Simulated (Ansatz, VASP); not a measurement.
**One calculation of W, two programs**

INCAR

```
SYSTEM = W
PREC = Accurate ; ENCUT = 520
EDIFF = 1E-6 ; ISMEAR = -1
SIGMA = 0.1 ; LREAL = .False.
LASPH = .True. ; NELM = 100
ALGO = Normal ; ISIF = 2
LWAVE = .False. ; LCHARG = .True.
GGA = PE ; LELF = .True.
LVHAR = .True. ; NBANDS = 13
```

The input KPOINTS:

```
Automatic mesh
0
Gamma
  13 13 13
  0 0 0
```

File POSCAR:

```
W
1.0
   -1.5823450000      1.5823450000      1.5823450000
    1.5823450000     -1.5823450000      1.5823450000
    1.5823450000      1.5823450000     -1.5823450000
W
1
Direct
    0.0000000000      0.0000000000      0.0000000000
```

Input for Ansatz:

```yaml
crystal:
  lattice:
    - [-1.582345, 1.582345, 1.582345]
    - [1.582345, -1.582345, 1.582345]
    - [1.582345, 1.582345, -1.582345]
  atoms:
    - { symbol: W, position: [0.0, 0.0, 0.0] }
basis:
  ecutwfc: 489.804952427784
kpoints:
  mp_grid:
    grid: [13, 13, 13]
hamiltonian:
  xc: pbe
scf:
  occupations:
    method: fermi_dirac
output:
  stress: true
```

Alike in both runs: task single point; functional PBE; k mesh 13 × 13 × 13; no spin polarisation.

|  | VASP | Ansatz |
| --- | --- | --- |
| version | VASP 6.6.1 | Ansatz 0.2.0 |
| potentials or method | VASP PAW PBE potentials, release 64 (W_sv), cutoff 520 eV | plane waves, PAW |
| occupations | fermi-dirac, width 0.1 eV | fermi-dirac |
| valence electrons in the cell | 14 | 14 |

Ansatz gave:

* pressure (GPa): 5.4

Problem. Which values does VASP return?

Solution. Pressure (GPa): 6.0.

Spin-orbit coupling is off throughout.
